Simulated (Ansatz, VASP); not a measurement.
SiSe3 in VASP and in Ansatz

```
Si Se
1.0
     5.43738    0.00000    0.00000
     0.00000    5.43738    0.00000
     0.00000    0.00000    5.43738
Si Se
2 6
Cartesian
  0.0000 0.0000 0.0000
  2.7187 2.7187 2.7187
  0.0000 2.7187 1.3593
  0.0000 2.7187 4.0780
  1.3593 0.0000 2.7187
  4.0780 0.0000 2.7187
  2.7187 4.0780 0.0000
  2.7187 1.3593 0.0000
```

Alike in both runs: functional PBE; k mesh 4 × 4 × 4; occupations gaussian, width 0.1 eV; no spin polarisation.

Ansatz relaxed the structure, and its values are those at the end. VASP's run is a single point on that final structure, the one shown.

```csv
,VASP,Ansatz
version,VASP 6.6.1,Ansatz 0.2.0
potentials or method,"VASP PAW PBE potentials, release 64 (Si, Se), cutoff 500 eV","scalar-relativistic, plane waves, PAW"
valence electrons in the cell,44,104
```

Ansatz gave:

* gap on the k mesh at the Fermi level (eV): none
* pressure (GPa): -0.1

What did VASP give for the same quantities?

gap on the k mesh at the Fermi level (eV): none; pressure (GPa): 0.0.

A gap of «none» marks a metal or a gap that the smearing closes. VASP's potentials hold 44 valence electrons a cell and Ansatz's 104, so a difference there can come from the potentials and not from the codes.
